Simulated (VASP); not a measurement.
# Ir (R-3m) in VASP: single point with PBEsol

Aim: the single point of Ir with PBEsol.

Program: VASP 6.6.1. These are calculated values, not measurements. Logs are shortened: lines on timing, memory, paths and dates and some standing lists are left out, and cuts for length are marked.

**1. The cell of the first run**

Symmetry: R-3m, No. 166, trigonal system. The conventional cell has a = 2.696 Å, b = 2.696 Å, c = 13.277 Å, α = 90.00°, β = 90.00°, γ = 120.00°. Within 3.6 Å of Ir (site symmetry -3m) lie 6 Ir at 2.70 Å.

**2. Single point, PBEsol**

Contents of INCAR:

```
PREC = Accurate
ENCUT = 520
EDIFF = 1E-6
ISMEAR = 0
SIGMA = 0.05
LREAL = False
LASPH = True
NELM = 60
ALGO = Normal
ISIF = 2
LWAVE = False
LCHARG = False
GGA = PS
NBANDS = 10
```

Contents of KPOINTS:

```
regular mesh
0
Gamma
  12 12 12
```

Contents of POSCAR:

```
Ir
1.0
    1.3481430000      0.7783510000      4.4257830000
   -1.3481430000      0.7783510000      4.4257830000
    0.0000000000     -1.5567010000      4.4257830000
Ir
1
Direct
    0.0000000000      0.0000000000      0.0000000000
```

Potentials or basis: VASP PAW PBE potentials, release 64 (Ir).

Started as:

```bash
$ cat potpaw_PBE.64/Ir/POTCAR > POTCAR
$ mpirun -np 1 vasp_std > vasp.out
```

OUTCAR:

```text
PREC = Accurate
   ENCUT = 520
   EDIFF = 1E-6
   ISMEAR = 0
   LREAL = False
   LASPH = True
   NELM = 60
   ISIF = 2
   GGA = PS

 ion  position               nearest neighbor table
   1  0.000  0.000  0.000-

  LATTYP: Found a trigonal (rhomboedric) cell.
 ALAT       =     4.6915748945
 COS(alpha) =     0.8348553114

  Lattice vectors:

 A1 = (   1.3481430000,   0.7783510000,   4.4257830000)
 A2 = (  -1.3481430000,   0.7783510000,   4.4257830000)
 A3 = (   0.0000000000,  -1.5567010000,   4.4257830000)

Analysis of symmetry for initial positions (statically):
=====================================================================
 Subroutine PRICEL returns:
 Original cell was already a primitive cell.

 Routine SETGRP: Setting up the symmetry group for a
 trigonal (rhombohedral) supercell.

 Subroutine GETGRP returns: Found 12 space group operations
 (whereof 12 operations were pure point group operations)
 out of a pool of 12 trial point group operations.

The static configuration has the point symmetry D_3d.

Analysis of symmetry for dynamics (positions and initial velocities):
=====================================================================
 Subroutine PRICEL returns:
 Original cell was already a primitive cell.

 Routine SETGRP: Setting up the symmetry group for a
 trigonal (rhombohedral) supercell.

 Subroutine GETGRP returns: Found 12 space group operations
 (whereof 12 operations were pure point group operations)
 out of a pool of 12 trial point group operations.

The dynamic configuration has the point symmetry D_3d.

 Subroutine INISYM returns: Found 12 space group operations
 (whereof 12 operations are pure point group operations),
 and found     1 'primitive' translations

----------------------------------------------------------------------------------------

                                     Primitive cell

  volume of cell :      27.8646

  direct lattice vectors                    reciprocal lattice vectors
     1.348143000  0.778351000  4.425783000     0.370880537  0.214127994  0.075316224
    -1.348143000  0.778351000  4.425783000    -0.370880537  0.214127994  0.075316224
     0.000000000 -1.556701000  4.425783000     0.000000000 -0.428255987  0.075316272

  length of vectors
     4.691574895  4.691574895  4.691574700     0.434828362  0.434828362  0.434828393

  position of ions in fractional coordinates (direct lattice)
     0.000000000  0.000000000  0.000000000

  ion indices of the primitive-cell ions
   primitive index   ion index
                 1           1

----------------------------------------------------------------------------------------

 KPOINTS: regular mesh

Automatic generation of k-mesh.
 Grid dimensions read from file:
 generate k-points for:   12   12   12

 Generating k-lattice:

  Cartesian coordinates                     Fractional coordinates (reciprocal lattice)
     0.030906711  0.017843999  0.006276352     0.083333333  0.000000000 -0.000000000
    -0.030906711  0.017843999  0.006276352     0.000000000  0.083333333 -0.000000000
     0.000000000 -0.035687999  0.006276356     0.000000000  0.000000000  0.083333333

  Length of vectors
     0.036235697  0.036235697  0.036235699

  Shift w.r.t. Gamma in fractional coordinates (k-lattice)
     0.000000000  0.000000000  0.000000000

 Subroutine IBZKPT returns following result:
 ===========================================

 Found    189 irreducible k-points:

 Following reciprocal coordinates:
            Coordinates               Weight
  0.000000  0.000000  0.000000      1.000000
  0.083333 -0.000000  0.000000      6.000000
  0.166667  0.000000  0.000000      6.000000
  0.250000 -0.000000  0.000000      6.000000
  0.333333 -0.000000 -0.000000      6.000000
  0.416667  0.000000  0.000000      6.000000
[... 16 lines left out ...]
  0.500000  0.166667  0.000000     12.000000
 -0.416667  0.166667  0.000000     12.000000
 [... further k-points ...]
   k-points           NKPTS =    189   k-points in BZ     NKDIM =    189   number of bands    NBANDS=     10
   number of dos      NEDOS =    301   number of ions     NIONS =      1
   total plane-waves  NPLWV =  46656
   dimension x,y,z NGX =    36 NGY =   36 NGZ =   36
   dimension x,y,z NGXF=    72 NGYF=   72 NGZF=   72
   ions per type =               1
   NGX,Y,Z   is equivalent  to a cutoff of  12.76, 12.76, 12.76 a.u.
   NGXF,Y,Z  is equivalent  to a cutoff of  25.51, 25.51, 25.51 a.u.
 SYSTEM =  unknown system
   PREC   = accura    normal or accurate (medium, high low for compatibility)
   ISTART =      0    job   : 0-new  1-cont  2-samecut
   ICHARG =      2    charge: 1-file 2-atom 10-const
   ISPIN  =      1    spin polarized calculation?
   LNONCOLLINEAR =      F non collinear calculations
   LSORBIT =      F    spin-orbit coupling
   LASPH  =      T    aspherical Exc in radial PAW
   ENCUT  =  520.0 eV  38.22 Ry    6.18 a.u.   8.72  8.72  8.72*2*pi/ulx,y,z
   NELM   =     60;   NELMIN=  2; NELMDL= -5     # of ELM steps
   EDIFF  = 0.1E-05   stopping-criterion for ELM
   LREAL  =      F    real-space projection
   EDIFFG = 0.1E-04   stopping-criterion for IOM
   NSW    =      0    number of steps for IOM
   IBRION =     -1    ionic relax: 0-MD 1-quasi-New 2-CG
   NFREE  =      0    steps in history (QN), initial steepest desc. (CG)
   ISIF   =      2    stress and relaxation
   ISYM   =      2    0-nonsym 1-usesym 2-fastsym
   POTIM  = 0.5000    time-step for ionic-motion
   TEBEG  =    0.0;   TEEND  =   0.0 temperature during run
   PSTRESS=    0.0 pullay stress
   NELECT =       9.0000    total number of electrons
   NUPDOWN=      -1.0000    fix difference up-down
   EMIN   =  10.00;   EMAX   =-10.00  energy-range for DOS
   EFERMI =   0.00;   METHOD = LEGACY
   ISMEAR =     0;   SIGMA  =   0.05  broadening in eV -4-tet -1-fermi 0-gaus
   EFERMI_NEDOS =   21; number of points for ismear=-14 and -15
   IALGO  =     38    algorithm
   IMIX   =      4    mixing-type and parameters
     AMIX     =   0.40;   BMIX     =  1.00
     AMIX_MAG =   1.60;   BMIX_MAG =  1.00
  volume/ion in A,a.u.               =      27.86       188.04
  Fermi-wavevector in a.u.,A,eV,Ry     =   1.123237  2.122610 17.165949  1.261662
  Thomas-Fermi vector in A             =   2.259902
   LORBIT       =      0    0 simple, 1 ext, 2 COOP (PROOUT), +10 PAW based schemes
   GGA     = PS    functional components
   LHFCALC =     F    Hartree Fock is set to
   AEXX    =    0.0000 exact exchange contribution
   IVDW    =     0    specifies the selected vdW correction
   LEPSILON=     F    determine dielectric tensor
   LRPA    =     F    only Hartree local field effects (RPA)
 non-spin polarized calculation
 Gauss-broadening in eV      SIGMA  =   0.05
  energy-cutoff  :      520.00
  volume of cell :       27.86
 maximum number of plane-waves:       767
   NGX = 17   NGY = 17   NGZ = 17

 number of electron       8.9999999 magnetization

 Free energy of the ion-electron system (eV)
  ---------------------------------------------------
  ext. energy  EPLUGINS =         0.00000000
  ---------------------------------------------------
  free energy    TOTEN  =        -7.61705602 eV

  energy without entropy =       -7.61201330  energy(sigma->0) =       -7.61453466

 E-fermi :   1.5601     XC(G=0):  -9.7863

 val. band max:        1.5560634618   @ k =  -0.4167   0.5000   0.1667
 cond. band min:       1.5638804268   @ k =  -0.3333   0.3333   0.0833
 fundamental gap:      0.0078169649
 Fermi energy:         1.5600677066

 k-point     1 :       0.0000    0.0000    0.0000
  band No.  band energies     occupation
      1      -5.6347      2.00000
      2      -0.8057      2.00000
      3      -0.6649      2.00000
      4      -0.6649      2.00000
      5       2.4117      0.00000
      6       2.4117      0.00000
      7       5.4000      0.00000
      8      10.9798      0.00000
      9      18.8321      0.00000
     10      24.7178      0.00000

 k-point     2 :       0.0833   -0.0000    0.0000
  band No.  band energies     occupation
      1      -5.3268      2.00000
      2      -0.8366      2.00000
      3      -0.6871      2.00000
      4      -0.4376      2.00000
      5       1.8122      0.00000
      6       2.3519      0.00000
      7       6.0955      0.00000
      8      11.1152      0.00000
      9      19.3108      0.00000
     10      24.4316      0.00000

 k-point     3 :       0.1667    0.0000    0.0000
  band No.  band energies     occupation
      1      -4.4986      2.00000
      2      -1.1732      2.00000
      3      -0.3575      2.00000
      4       0.2190      2.00000
      5       0.7630      2.00000
      6       2.1921      0.00000
      7       7.3927      0.00000
      8      11.5635      0.00000
      9      19.8741      0.00000
     10      21.8806      0.00000

 k-point     4 :       0.2500   -0.0000    0.0000
  band No.  band energies     occupation
      1      -3.6692      2.00000
      2      -1.0120      2.00000
      3      -0.2617      2.00000
      4       0.1923      2.00000
      5       1.2194      2.00000
      6       1.9811      0.00000
      7       8.6480      0.00000
      8      12.4106      0.00000
      9      17.2687      0.00000
     10      20.5428      0.00000

 k-point     5 :       0.3333   -0.0000   -0.0000
  band No.  band energies     occupation
      1      -3.6094      2.00000
      2      -0.9904      2.00000
      3       0.5001      2.00000
      4       0.7186      2.00000
      5       1.7779      0.00000
      6       2.3878      0.00000
      7       9.6776      0.00000
      8      13.5913      0.00000
      9      13.9552      0.00000
     10      18.5846      0.00000

 k-point     6 :       0.4167    0.0000    0.0000
  band No.  band energies     occupation
      1      -3.8348      2.00000
      2      -1.4539      2.00000
      3       1.1577      2.00000
      4       1.6337      0.03716
      5       2.7325      0.00000
      6       3.4053      0.00000
      7      10.4338      0.00000
      8      10.8712      0.00000
      9      14.8299      0.00000
     10      16.8474      0.00000

 k-point     7 :       0.5000   -0.0000    0.0000
  band No.  band energies     occupation
      1      -3.9366      2.00000
      2      -1.6117      2.00000
      3       1.3307      2.00000
      4       1.5819      0.53724
      5       3.8280      0.00000
      6       4.1882      0.00000
      7       9.0760      0.00000
      8      10.8699      0.00000
      9      15.6364      0.00000
     10      15.8186      0.00000

 k-point     8 :       0.0833    0.0833    0.0000
  band No.  band energies     occupation
      1      -5.3234      2.00000
      2      -0.8364      2.00000
      3      -0.6731      2.00000
      4      -0.4377      2.00000
      5       1.8076      0.00000
      6       2.3539      0.00000
      7       5.9992      0.00000
      8      11.2371      0.00000
      9      19.3139      0.00000
     10      24.3082      0.00000

 k-point     9 :       0.1667    0.0833    0.0000
  band No.  band energies     occupation
      1      -4.7378      2.00000
      2      -1.1329      2.00000
      3      -0.4512      2.00000
      4       0.0474      2.00000
      5       1.0539      2.00000
      6       2.2232      0.00000
      7       6.8302      0.00000
      8      11.6771      0.00000
      9      20.0237      0.00000
     10      22.4909      0.00000
[... 118 lines left out ...]
 k-point    19 :       0.1667    0.1667    0.0000
  band No.  band energies     occupation
      1      -4.4856      2.00000
      2      -1.1711      2.00000
      3      -0.3163      2.00000
      4       0.2184      2.00000
      5       0.7556      2.00000
      6       2.1995      0.00000
      7       6.9735      0.00000
      8      12.0952      0.00000
      9      20.1871      0.00000
     10      21.6272      0.00000

 k-point    20 :       0.2500    0.1667    0.0000
  band No.  band energies     occupation
      1      -3.7565      2.00000
      2      -1.4523      2.00000
      3      -0.1431      2.00000
      4       0.2870      2.00000
      5       0.9875      2.00000
      6       1.9926      0.00000
      7       7.6236      0.00000
      8      12.8876      0.00000
      9      19.9328      0.00000
     10      20.2691      0.00000

 k-point    21 :       0.3333    0.1667    0.0000
  band No.  band energies     occupation
      1      -2.6541      2.00000
      2      -1.8755      2.00000
      3      -0.5448      2.00000
      4       0.5534      2.00000
      5       1.6129      0.13514
      6       2.3313      0.00000
      7       8.5141      0.00000
      8      14.0688      0.00000
      9      17.0863      0.00000
     10      18.9082      0.00000

 k-point    22 :       0.4167    0.1667   -0.0000
  band No.  band energies     occupation
      1      -2.5224      2.00000
      2      -1.0497      2.00000
      3      -0.9400      2.00000
      4       1.0268      2.00000
      5       1.1998      2.00000
      6       4.0314      0.00000
      7       9.5487      0.00000
      8      13.6367      0.00000
      9      15.5390      0.00000
     10      17.3448      0.00000

 k-point    23 :       0.5000    0.1667    0.0000
  band No.  band energies     occupation
      1      -2.8383      2.00000
      2      -1.2377      2.00000
      3       0.4077      2.00000
      4       0.8863      2.00000
      5       1.3814      2.00000
      6       5.8871      0.00000
      7      10.5526      0.00000
      8      10.7808      0.00000
      9      15.9623      0.00000
     10      16.7384      0.00000

 k-point    24 :      -0.4167    0.1667    0.0000
  band No.  band energies     occupation
      1      -2.9565      2.00000
      2      -1.3109      2.00000
      3       0.7676      2.00000
      4       1.1060      2.00000
      5       1.4320      1.99971
      6       7.2873      0.00000
      7       8.7974      0.00000
      8      11.8630      0.00000
      9      15.2565      0.00000
     10      16.5504      0.00000

 [... further k-points ...]
[... 5 lines left out ...]
  --------------------------------------------------------------------------------------
  -------------------------------------------------------------------------------------
  Total       -5.1781762     -5.1781754     -0.5050601      0.0000000     -0.0000000     -0.0000000
  in kB     -297.7383496   -297.7383057    -29.0402968      0.0000000     -0.0000022     -0.0000000
  external PRESSURE =    -208.1723174 kB  Pullay stress =       0.0000000 kB

 VOLUME and BASIS-vectors are now :
 -----------------------------------------------------------------------------
  energy-cutoff  :      520.00
  volume of cell :       27.86
      direct lattice vectors                 reciprocal lattice vectors
     1.348143000  0.778351000  4.425783000     0.370880537  0.214127994  0.075316224
    -1.348143000  0.778351000  4.425783000    -0.370880537  0.214127994  0.075316224
     0.000000000 -1.556701000  4.425783000     0.000000000 -0.428255987  0.075316272

 POSITION                                       TOTAL-FORCE (eV/Angst)
 -----------------------------------------------------------------------------------
      0.00000      0.00000      0.00000         0.000000     -0.000000      0.000000
 -----------------------------------------------------------------------------------
    total drift:                                0.000000      0.000000     -0.000000

  FREE ENERGIE OF THE ION-ELECTRON SYSTEM (eV)
  ---------------------------------------------------
  free  energy   TOTEN  =        -7.6170560214 eV

  energy  without entropy=       -7.6120132954  energy(sigma->0) =       -7.61453466
```

Wall time 72 s (1 thread of Intel Xeon Platinum 8259CL at 2.50GHz (Skylake/Cascade Lake), shared host); peak memory 0.24 GiB.

What came out:

- Free energy: -7.6171 eV
- Pressure: -20.8 GPa
- Band gap on the k mesh: zero (an odd number of electrons rules out a gap without spin polarisation)

Caveat: the stress differs along the axes, from -30 to -3 GPa; the PAW data sets were made with another functional, which shifts forces and pressure a little; spin-orbit coupling is left out, which moves the levels of the heavy elements.
